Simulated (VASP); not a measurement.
# Cu2Ni (P-62m) in VASP: a series of runs, part 3 of 5

VASP 6.6.1. Earlier steps stand in the parts before.

### Step 4. Single point, PBE

This run uses another cell than the first one: it holds 6 atoms, not 12.

File INCAR:

```
SYSTEM = Cu2Ni
PREC = Accurate
ENCUT = 520
EDIFF = 1E-6
ISMEAR = 0
SIGMA = 0.1
LREAL = .FALSE.
LASPH = .TRUE.
NELM = 100
ALGO = Fast
ISIF = 2
LWAVE = .FALSE.
LCHARG = .TRUE.
GGA = PE
LELF = .TRUE.
LVHAR = .TRUE.
NBANDS = 41
```

File KPOINTS:

```
Automatic mesh
0
G
  12 12 10
  0 0 0
```

File POSCAR:

```
Cu2Ni
1.0
    4.3782374209      0.0000000000      0.0000000000
   -2.1891187104      3.7916648303      0.0000000000
    0.0000000000      0.0000000000      4.1716370123
Cu Ni
4 2
Direct
    0.0000000000      0.0000000000      0.0000000000
    0.0000000000      0.3375666566      0.5000000000
    0.6624333434      0.6624333434      0.5000000000
    0.3375666566      0.0000000000      0.5000000000
    0.6666666667      0.3333333333      0.0000000000
    0.3333333333      0.6666666667      0.0000000000
```

Potentials or basis: VASP PAW PBE potentials, release 64 (Cu, Ni).

On the command line:

```sh
$ cat potpaw_PBE.64/Cu/POTCAR potpaw_PBE.64/Ni/POTCAR > POTCAR
$ mpirun -np 1 vasp_std > vasp.out
```

OUTCAR:

```text
SYSTEM = Cu2Ni
   PREC = Accurate
   ENCUT = 520
   EDIFF = 1E-6
   ISMEAR = 0
   LREAL = .FALSE.
   LASPH = .TRUE.
   NELM = 100
   ISIF = 2
   GGA = PE

 ion  position               nearest neighbor table
   1  0.000  0.000  0.000-   5 2.53   6 2.53   6 2.53   5 2.53   5 2.53   6 2.53   2 2.56   2 2.56
                             4 2.56   4 2.56   3 2.56   3 2.56
   2  0.000  0.338  0.500-   3 2.51   4 2.51   3 2.51   4 2.51   5 2.54   5 2.54   6 2.54   6 2.54
                             1 2.56   1 2.56   4 2.56   3 2.56
   3  0.662  0.662  0.500-   4 2.51   2 2.51   4 2.51   2 2.51   5 2.54   5 2.54   6 2.54   6 2.54
                             1 2.56   1 2.56   2 2.56   4 2.56
   4  0.338  0.000  0.500-   3 2.51   3 2.51   2 2.51   2 2.51   6 2.54   6 2.54   5 2.54   5 2.54
                             1 2.56   1 2.56   2 2.56   3 2.56
   5  0.667  0.333  0.000-   1 2.53   6 2.53   6 2.53   1 2.53   1 2.53   6 2.53   2 2.54   2 2.54
                             4 2.54   4 2.54   3 2.54   3 2.54
   6  0.333  0.667  0.000-   1 2.53   5 2.53   5 2.53   1 2.53   1 2.53   5 2.53   4 2.54   4 2.54
                             2 2.54   2 2.54   3 2.54   3 2.54

  LATTYP: Found a hexagonal cell.
 ALAT       =     4.3782374209
 C/A-ratio  =     0.9528119678

  Lattice vectors:

 A1 = (   4.3782374209,   0.0000000000,   0.0000000000)
 A2 = (  -2.1891187104,   3.7916648303,   0.0000000000)
 A3 = (   0.0000000000,   0.0000000000,   4.1716370123)

Analysis of symmetry for initial positions (statically):
=====================================================================
 Subroutine PRICEL returns:
 Original cell was already a primitive cell.

 Routine SETGRP: Setting up the symmetry group for a
 hexagonal supercell.

 Subroutine GETGRP returns: Found 12 space group operations
 (whereof 12 operations were pure point group operations)
 out of a pool of 24 trial point group operations.

The static configuration has the point symmetry D_3h.

Analysis of symmetry for dynamics (positions and initial velocities):
=====================================================================
 Subroutine PRICEL returns:
 Original cell was already a primitive cell.

 Routine SETGRP: Setting up the symmetry group for a
 hexagonal supercell.

 Subroutine GETGRP returns: Found 12 space group operations
 (whereof 12 operations were pure point group operations)
 out of a pool of 24 trial point group operations.

The dynamic configuration has the point symmetry D_3h.

 Subroutine INISYM returns: Found 12 space group operations
 (whereof 12 operations are pure point group operations),
 and found     1 'primitive' translations

----------------------------------------------------------------------------------------

                                     Primitive cell

  volume of cell :      69.2525

  direct lattice vectors                    reciprocal lattice vectors
     4.378237421  0.000000000  0.000000000     0.228402415  0.131868196  0.000000000
    -2.189118710  3.791664830  0.000000000     0.000000000  0.263736391  0.000000000
     0.000000000  0.000000000  4.171637012     0.000000000  0.000000000  0.239714049

  length of vectors
     4.378237421  4.378237421  4.171637012     0.263736391  0.263736391  0.239714049

  position of ions in fractional coordinates (direct lattice)
     0.000000000  0.000000000  0.000000000
[... 48 lines left out ...]
  0.416667 -0.000000  0.000000      6.000000
[... 16 lines left out ...]
  0.250000 -0.000000  0.100000     12.000000
  0.333333  0.000000  0.100000     12.000000
 [... further k-points ...]
   k-points           NKPTS =    114   k-points in BZ     NKDIM =    114   number of bands    NBANDS=     41
   number of dos      NEDOS =    301   number of ions     NIONS =      6
   total plane-waves  NPLWV =  41472
   dimension x,y,z NGX =    36 NGY =   36 NGZ =   32
   dimension x,y,z NGXF=    72 NGYF=   72 NGZF=   64
   ions per type =               4   2
   NGX,Y,Z   is equivalent  to a cutoff of  13.67, 13.67, 12.75 a.u.
   NGXF,Y,Z  is equivalent  to a cutoff of  27.34, 27.34, 25.50 a.u.
 SYSTEM =  Cu2Ni
   PREC   = accura    normal or accurate (medium, high low for compatibility)
   ISTART =      0    job   : 0-new  1-cont  2-samecut
   ICHARG =      2    charge: 1-file 2-atom 10-const
   ISPIN  =      1    spin polarized calculation?
   LNONCOLLINEAR =      F non collinear calculations
   LSORBIT =      F    spin-orbit coupling
   LASPH  =      T    aspherical Exc in radial PAW
   ENCUT  =  520.0 eV  38.22 Ry    6.18 a.u.   8.14  8.14  7.76*2*pi/ulx,y,z
   NELM   =    100;   NELMIN=  2; NELMDL= -5     # of ELM steps
   EDIFF  = 0.1E-05   stopping-criterion for ELM
   LREAL  =      F    real-space projection
   EDIFFG = 0.1E-04   stopping-criterion for IOM
   NSW    =      0    number of steps for IOM
   IBRION =     -1    ionic relax: 0-MD 1-quasi-New 2-CG
   NFREE  =      0    steps in history (QN), initial steepest desc. (CG)
   ISIF   =      2    stress and relaxation
   ISYM   =      2    0-nonsym 1-usesym 2-fastsym
   POTIM  = 0.5000    time-step for ionic-motion
   TEBEG  =    0.0;   TEEND  =   0.0 temperature during run
   PSTRESS=    0.0 pullay stress
   NELECT =      64.0000    total number of electrons
   NUPDOWN=      -1.0000    fix difference up-down
   EMIN   =  10.00;   EMAX   =-10.00  energy-range for DOS
   EFERMI =   0.00;   METHOD = LEGACY
   ISMEAR =     0;   SIGMA  =   0.10  broadening in eV -4-tet -1-fermi 0-gaus
   EFERMI_NEDOS =   21; number of points for ismear=-14 and -15
   IALGO  =     68    algorithm
   IMIX   =      4    mixing-type and parameters
     AMIX     =   0.40;   BMIX     =  1.00
     AMIX_MAG =   1.60;   BMIX_MAG =  1.00
  volume/ion in A,a.u.               =      11.54        77.89
  Fermi-wavevector in a.u.,A,eV,Ry     =   1.594616  3.013388 34.596916  2.542802
  Thomas-Fermi vector in A             =   2.692663
   LORBIT       =      0    0 simple, 1 ext, 2 COOP (PROOUT), +10 PAW based schemes
   GGA     = PE    functional components
   LHFCALC =     F    Hartree Fock is set to
   AEXX    =    0.0000 exact exchange contribution
   IVDW    =     0    specifies the selected vdW correction
   LEPSILON=     F    determine dielectric tensor
   LRPA    =     F    only Hartree local field effects (RPA)
 non-spin polarized calculation
 RMM-DIIS sequential band-by-band and
 Gauss-broadening in eV      SIGMA  =   0.10
  energy-cutoff  :      520.00
  volume of cell :       69.25
 maximum number of plane-waves:      1882
 NGX is ok and might be reduce to    36

 number of electron      63.9999994 magnetization

 Free energy of the ion-electron system (eV)
  ---------------------------------------------------
  ext. energy  EPLUGINS =         0.00000000
  ---------------------------------------------------
  free energy    TOTEN  =       -25.74094767 eV

  energy without entropy =      -25.72329746  energy(sigma->0) =      -25.73212256

 E-fermi :   7.9372     XC(G=0): -12.8670

 val. band max:        7.9315675560   @ k =   0.2500   0.0833   0.3000
 cond. band min:       7.9385069374   @ k =   0.2500   0.2500   0.4000
 fundamental gap:      0.0069393813
 Fermi energy:         7.9372003070

 k-point     1 :       0.0000    0.0000    0.0000
  band No.  band energies     occupation
      1      -1.1351      2.00000
      2       3.1504      2.00000
      3       4.0781      2.00000
      4       4.0958      2.00000
      5       4.0958      2.00000
      6       4.2669      2.00000
[... 1045 lines left out ...]
     40      16.4088      0.00000
     41      16.6147      0.00000

 [... further k-points ...]

------------------------ aborting loop because EDIFF is reached ----------------------------------------

  FORCE on cell =-STRESS in cart. coord.  units (eV):
  Direction    XX          YY          ZZ          XY          YZ          ZX
  --------------------------------------------------------------------------------------
  -------------------------------------------------------------------------------------
  Total        0.2524447      0.2524447      0.2122847      0.0000000     -0.0000000      0.0000000
  in kB        5.8403786      5.8403786      4.9112678      0.0000000     -0.0000000      0.0000000
  external PRESSURE =       5.5306750 kB  Pullay stress =       0.0000000 kB

 VOLUME and BASIS-vectors are now :
 -----------------------------------------------------------------------------
  energy-cutoff  :      520.00
  volume of cell :       69.25
      direct lattice vectors                 reciprocal lattice vectors
     4.378237421  0.000000000  0.000000000     0.228402415  0.131868196  0.000000000
    -2.189118710  3.791664830  0.000000000     0.000000000  0.263736391  0.000000000
     0.000000000  0.000000000  4.171637012     0.000000000  0.000000000  0.239714049

 POSITION                                       TOTAL-FORCE (eV/Angst)
 -----------------------------------------------------------------------------------
      0.00000      0.00000      0.00000         0.000000      0.000000      0.000000
     -0.73897      1.27994      2.08582        -0.001471      0.002548     -0.000000
      1.45015      2.51173      2.08582        -0.001471     -0.002548      0.000000
      1.47795      0.00000      2.08582         0.002942      0.000000      0.000000
      2.18912      1.26389      0.00000         0.000000      0.000000      0.000000
     -0.00000      2.52778      0.00000         0.000000      0.000000      0.000000
 -----------------------------------------------------------------------------------
    total drift:                                0.000001      0.000001      0.000001

  FREE ENERGIE OF THE ION-ELECTRON SYSTEM (eV)
  ---------------------------------------------------
  free  energy   TOTEN  =       -25.7409476699 eV

  energy  without entropy=      -25.7232974562  energy(sigma->0) =      -25.73212256
```

Run time: 2.8 min. Hardware: 1 thread of Intel Xeon 6975P-C (Granite Rapids), shared host; peak memory 0.38 GiB.

Results:

- Free energy: -25.7409 eV
- Pressure: 0.6 GPa
- Band gap on the k mesh: zero (bands 32 and 33 overlap by 1.24 eV)

Forces on the atoms (eV/Å):
```
Cu   0.000  0.000  0.000
Cu  -0.001  0.003  0.000
Cu  -0.001 -0.003  0.000
Cu   0.003  0.000  0.000
Ni   0.000  0.000  0.000
Ni   0.000  0.000  0.000
```

Levels at points of the mesh, in eV from the Fermi level:
```tsv
k point	band 29	band 30	band 31	band 32	band 33	band 34	band 35	band 36
(0.00, 0.00, 0.00)	-0.71	-0.63	-0.46	-0.46	3.71	3.71	4.04	4.21
(0.50, 0.00, 0.00)	-0.67	-0.38	-0.31	-0.19	0.67	2.39	4.17	4.27
(0.00, 0.00, 0.50)	-0.94	-0.58	-0.58	-0.28	4.45	4.49	5.04	5.04
(0.50, 0.00, 0.50)	-0.57	-0.48	-0.39	-0.21	-0.13	-0.07	0.87	1.17
```

Spin polarisation is off, so any magnetic state and its effect on volume and gap are missing.

(Continued in part 4 of 5.)
